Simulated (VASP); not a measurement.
A run of VASP 6.6.1 is set up as follows.

Contents of INCAR:

```
ALGO = Fast ; EDIFF = 1E-6
ENCUT = 520 ; GGA = PS
ISIF = 2 ; ISMEAR = 0
LASPH = True ; LCHARG = False
LREAL = False ; LWAVE = False
NBANDS = 19 ; NELM = 60
PREC = Accurate ; SIGMA = 0.15
```

File KPOINTS:

```
k-points
0
Gamma
  24 24 10
```

File POSCAR:

```
Zn
1.0
    2.6248260824      0.0000000000      0.0000000000
   -1.3124130412      2.2731660679      0.0000000000
    0.0000000000      0.0000000000      5.0209005000
Zn
2
Direct
    0.3333333333      0.6666666667      0.2500000000
    0.6666666667      0.3333333333      0.7500000000
```

Potentials or basis: VASP PAW PBE potentials, release 64 (Zn).

Launch:

```sh
$ cat potpaw_PBE.64/Zn/POTCAR > POTCAR
$ mpirun -np 1 vasp_std > vasp.out
```

(1) Predict the pressure.

(2) What does it give for the band gap on the k mesh?

## Answers

(1) -3.0 GPa.

(2) zero (bands 12 and 13 overlap by 4.89 eV).

Caveat: the cell differs from its parent crystal (strain -0.015 along x and y, +0.015 along z); the PAW data sets were made with another functional, which shifts forces and pressure a little.
